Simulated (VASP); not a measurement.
Set up this calculation in VASP 6.6.1, as the native input.

* Task: single point
* Functional: PBE
* Potentials or basis: VASP PAW PBE potentials, release 64 (Ag, Cl)
* Cutoff: 520 eV
* k mesh: 6 × 6 × 6
* Occupations: gaussian, width 0.01 eV
* Spin: no spin polarisation
* Dipole correction: no
* Further INCAR settings: ALGO = Normal; EDIFF = 1e-06; NBANDS = 16

The structure of AgCl lies in POSCAR:

```
AgCl
1.0
    3.4981310090      0.0000000000      0.0000000000
    0.0000000000      3.4981310090      0.0000000000
    0.0000000000      0.0000000000      3.4981310090
Ag Cl
1 1
Direct
    0.0000000000      0.0000000000      0.0000000000
    0.5000000000      0.5000000000      0.5000000000
```

These files were run (other wordings do the same):

INCAR

```
PREC = Accurate
ENCUT = 520
EDIFF = 1E-6
ISMEAR = 0
SIGMA = 0.01
LREAL = F
LASPH = T
NELM = 80
ALGO = Normal
ISIF = 2
LWAVE = F
LCHARG = F
GGA = PE
NBANDS = 16
```

KPOINTS

```
regular mesh
0
Gamma
  6 6 6
```

Potentials or basis: VASP PAW PBE potentials, release 64 (Ag, Cl).

Run with:

```sh
$ cat potpaw_PBE.64/Ag/POTCAR potpaw_PBE.64/Cl/POTCAR > POTCAR
$ mpirun -np 1 vasp_std > vasp.out
```

Results of the run:

```yaml
Pressure: -2.4 GPa
Band_gap_on_the_k_mesh: 0.57 eV (least direct gap 1.89 eV)
```

Run time: 21 s on 1 thread of Intel Xeon 8259CL (shared host), peak memory 0.16 GiB.
